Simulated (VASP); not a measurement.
## Si: single point with BLYP

Crystal: Si.

```xyz
2
Lattice="0.0000 2.6851 2.6851 2.6851 0.0000 2.6851 2.6851 2.6851 0.0000" Properties=species:S:1:pos:R:3 pbc="T T T"
Si    2.6851    2.6851    2.6851
Si    4.0276    4.0276    4.0276
```

This cell differs from its parent crystal: volume scaled by 0.96.

| Property | Result |
| --- | --- |
| Program | VASP 6.6.1 |
| Task | single point |
| Functional | BLYP |
| Potentials or basis | VASP PAW PBE potentials, release 64 (Si) |
| Cutoff | 520 eV |
| k mesh | 8 × 8 × 8 |
| Occupations | fermi-dirac, width 0.05 eV |
| Spin | collinear spin, ferromagnetic start |
| Starting moments | [0.5, 0.5] μB |

```yaml
Pressure: 8.7 GPa
Band_gap_on_the_k_mesh: 0.79 eV, indirect (least direct gap 2.72 eV)
Net_moment: 0.00 μB per cell
Valence_electrons_inside_the_program's_atomic_spheres: Si 1.73
```

Levels at points of the mesh, in eV from the valence-band top:
Spin up:
```csv
k point,band 1,band 2,band 3,band 4,band 5,band 6,band 7,band 8,band 9
"(0.00, 0.00, 0.00)",-12.10,0.00,0.00,0.00,2.72,2.72,2.72,3.73,7.94
"(0.50, 0.00, 0.00)",-9.73,-7.01,-1.20,-1.20,1.77,3.52,3.52,8.14,10.80
"(0.50, 0.50, 0.00)",-7.88,-7.88,-2.86,-2.86,0.89,0.89,10.46,10.46,11.20
```
Spin down:
| k point | band 1 | band 2 | band 3 | band 4 | band 5 | band 6 | band 7 | band 8 | band 9 |
| --- | --- | --- | --- | --- | --- | --- | --- | --- | --- |
| (0.00, 0.00, 0.00) | -12.10 | 0.00 | 0.00 | 0.00 | 2.72 | 2.72 | 2.72 | 3.73 | 7.94 |
| (0.50, 0.00, 0.00) | -9.73 | -7.01 | -1.20 | -1.20 | 1.77 | 3.52 | 3.52 | 8.14 | 10.80 |
| (0.50, 0.50, 0.00) | -7.88 | -7.88 | -2.86 | -2.86 | 0.89 | 0.89 | 10.46 | 10.46 | 11.20 |

Wall time 48 s on 1 thread of AMD EPYC 7R43 64-Core Processor (Zen 3) (shared host), peak memory 0.13 GiB.

Caveat: the PAW data sets were made with another functional, which shifts forces and pressure a little. A k mesh can miss the band edges.
